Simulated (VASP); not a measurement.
Input of a VASP 6.6.1 run:

Contents of INCAR:

```
SYSTEM = Cd
ALGO = Normal ; EDIFF = 1E-7
EDIFFG = -0.005 ; ENCUT = 600
GGA = PE ; IBRION = 2
ISIF = 3 ; ISMEAR = -1
LASPH = .True. ; LCHARG = .False.
LREAL = .False. ; LWAVE = .False.
NELM = 60 ; NSW = 60
PREC = Accurate ; PSTRESS = 2100.0
SIGMA = 0.08
```

The input KPOINTS:

```
k-points
0
Gamma
  16 16 16
  0 0 0
```

Contents of POSCAR:

```
Cd
1.0
    2.2628745010      0.0000000000      0.0000000000
    0.0000000000      2.2628745010      0.0000000000
    0.0000000000      0.0000000000      2.2628745010
Cd
1
Direct
    0.0000000000      0.0000000000      0.0000000000
```

Potentials or basis: VASP PAW PBE potentials, release 64 (Cd).

Command:

```sh
$ cat potpaw_PBE.64/Cd/POTCAR > POTCAR
$ mpirun -np 1 vasp_std > vasp.out
```

**Question.** Predict the space group after relaxing (to 0.05 Å).

**Answer.** Pm-3m (No. 221).

**Question.** Estimate the relaxed cell.

**Answer.** a = 2.313 Å, b = 2.313 Å, c = 2.313 Å, α = 90.00°, β = 90.00°, γ = 90.00°.

Final structure:
```cif
data_structure
_symmetry_space_group_name_H-M 'P 1'
_symmetry_Int_Tables_number 1
_cell_length_a 2.3134
_cell_length_b 2.3134
_cell_length_c 2.3134
_cell_angle_alpha 90.000
_cell_angle_beta 90.000
_cell_angle_gamma 90.000
_cell_volume 12.38
loop_
_atom_site_label
_atom_site_type_symbol
_atom_site_fract_x
_atom_site_fract_y
_atom_site_fract_z
_atom_site_occupancy
Cd1 Cd 0.00000 0.00000 0.00000 1
```
